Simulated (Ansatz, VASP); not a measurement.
**Two plane-wave programs on MgO2**

POSCAR

```
MgO2
1.0
    1.6288324313      0.9404068427      3.3891595087
   -1.6288324313      0.9404068427      3.3891595087
    0.0000000000     -1.8808136853      3.3891595087
Mg O
1 2
Direct
    0.0000000000      0.0000000000      0.0000000000
    0.4287860000      0.4287860000      0.4287860000
    0.5712140000      0.5712140000      0.5712140000
```

Contents of INCAR.step1:

```
PREC = Accurate
ENCUT = 920
ISMEAR = 0
SIGMA = 0.05
LREAL = False
LASPH = True
NELM = 120
NBANDS = 18
GGA = PE
ALGO = Normal
EDIFF = 1E-5
LWAVE = True
LCHARG = False
GGA_COMPAT = False
```

INCAR.step2

```
PREC = Accurate
ENCUT = 920
EDIFF = 1E-6
ISMEAR = 0
SIGMA = 0.05
LREAL = False
LASPH = True
NELM = 120
ALGO = Normal
ISIF = 2
LWAVE = False
LCHARG = False
METAGGA = R2SCAN
LMIXTAU = True
NBANDS = 18
ISTART = 1
GGA_COMPAT = False
```

File KPOINTS:

```
Automatic mesh
0
Gamma
  12 12 12
```

Input for Ansatz:

```yaml
crystal:
  lattice:
    - [1.6288324313, 0.9404068427, 3.3891595087]
    - [-1.6288324313, 0.9404068427, 3.3891595087]
    - [0.0, -1.8808136853, 3.3891595087]
  atoms:
    - { symbol: Mg, position: [0.0, 0.0, 0.0] }
    - { symbol: O, position: [0.428786, 0.428786, 0.428786] }
    - { symbol: O, position: [0.571214, 0.571214, 0.571214] }
basis:
  ecutwfc: 500
kpoints:
  mp_grid: { grid: [12, 12, 12] }
hamiltonian:
  xc: r2scan
scf:
  occupations: { method: gaussian, width: 0.05 }
output:
  forces: true
  stress: true
  eigenvalues: true
  write_density: true
  write_potential: true
  elf: true
  volumetric_format: npy
```

Change from the starting cell: strain +0.015 along x and y, -0.030 along z, atoms carried along.

Alike in both runs: task single point; functional r2SCAN; k mesh 12 × 12 × 12; occupations gaussian, width 0.05 eV; no spin polarisation.

|  | VASP | Ansatz |
| --- | --- | --- |
| version | VASP 6.6.1 | Ansatz 0.2.0 |
| potentials or method | VASP PAW PBE potentials, release 64 (Mg_sv, O), cutoff 920 eV | scalar-relativistic, plane waves, PAW |
| valence electrons in the cell | 22 | 22 |

|  | VASP | Ansatz | Ansatz less VASP |
| --- | --- | --- | --- |
| gap on the k mesh at the Fermi level (eV) | 3.61 | 3.62 | +0.018 |
| least direct gap on the mesh (eV) | 3.62 | 3.64 | +0.021 |
| pressure (GPa) | -1.8 | -2.6 | -0.81 |
| traceless stress, the component that is largest in VASP (GPa) | 12.98 | 11.68 | -1.303 |
| rms of the force components (eV/Å) | 0.544 | 0.430 | -0.1134 |

VASP's potentials were made for PBE, not for r2SCAN. Atom by atom the forces differ by 0.113 eV/Å (rms over components).
